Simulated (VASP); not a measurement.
A run of VASP 6.6.1:

INCAR

```
PREC = Accurate
ENCUT = 520
EDIFF = 1E-6
ISMEAR = -1
SIGMA = 0.05
LREAL = F
LASPH = T
NELM = 100
ALGO = Normal
ISIF = 2
LWAVE = F
LCHARG = F
GGA = CA
NBANDS = 17
```

Contents of KPOINTS:

```
regular mesh
0
Gamma
  8 8 8
```

The input POSCAR:

```
PbSe
1.0
    0.0000000000      3.0401081059      3.0401081059
    3.0401081059      0.0000000000      3.0401081059
    3.0401081059      3.0401081059      0.0000000000
Pb Se
1 1
Direct
    0.0000000000      0.0000000000      0.0000000000
    0.5000000000      0.5000000000      0.5000000000
```

Potentials or basis: VASP PAW LDA potentials, release 64 (Pb_d, Se).

Command:

```sh
$ cat potpaw_LDA.64/Pb_d/POTCAR potpaw_LDA.64/Se/POTCAR > POTCAR
$ mpirun -np 1 vasp_std > vasp.out
```

Hardware: 1 thread of Intel Xeon 6975P-C (shared host).

Q: How long does it take, and how much memory?

A: It took 16 s on 1 thread of Intel Xeon 6975P-C, on a shared host, peak memory 0.16 GiB. Counts: scf iterations 12, k points 29.
